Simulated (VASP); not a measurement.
A run of VASP 6.6.1 is set up as follows.

INCAR

```
SYSTEM = Ge2Sb2Te5
PREC = Accurate
ENCUT = 520
EDIFF = 1E-6
ISMEAR = 0
SIGMA = 0.15
LREAL = .FALSE.
LASPH = .TRUE.
NELM = 100
ALGO = Fast
ISIF = 2
LWAVE = .FALSE.
LCHARG = .FALSE.
GGA = PS
NBANDS = 44
```

The input KPOINTS:

```
regular mesh
0
G
  12 12 4
  0 0 0
```

POSCAR

```
Ge2Sb2Te5
1.0
    3.9916474308      0.0000000000      0.0000000000
   -1.9958237154      3.4568680781      0.0000000000
    0.0000000000      0.0000000000     17.1060849488
Ge Sb Te
2 2 5
Direct
    0.0000000000      0.0000000000      0.3381075982
    0.0000000000      0.0000000000      0.6618924018
    0.3333333333      0.6666666667      0.1166940723
    0.6666666667      0.3333333333      0.8833059277
    0.0000000000      0.0000000000      0.0000000000
    0.3333333333      0.6666666667      0.7810582678
    0.6666666667      0.3333333333      0.2189417322
    0.3333333333      0.6666666667      0.4206821615
    0.6666666667      0.3333333333      0.5793178385
```

Potentials or basis: VASP PAW PBE potentials, release 64 (Ge_d, Sb, Te).

Run with:

```console
$ cat potpaw_PBE.64/Ge_d/POTCAR potpaw_PBE.64/Sb/POTCAR potpaw_PBE.64/Te/POTCAR > POTCAR
$ mpirun -np 1 vasp_std > vasp.out
```

Estimate the largest force.

0.740 eV/Å.

What does it give for the band gap on the k mesh?

Zero (bands 34 and 35 overlap by 0.55 eV).

Forces on the atoms (eV/Å):
```
Ge   0.000  0.000 -0.490
Ge   0.000  0.000  0.490
Sb   0.000  0.000 -0.375
Sb   0.000  0.000  0.375
Te   0.000  0.000  0.000
Te   0.000  0.000 -0.740
Te   0.000  0.000  0.740
Te   0.000  0.000  0.546
Te   0.000  0.000 -0.546
```

Caveat: the cell differs from its parent crystal (strain -0.050 along x and y, +0.000 along z); the PAW data sets were made with another functional, which shifts forces and pressure a little; spin-orbit coupling is left out, which moves the levels of the heavy elements.
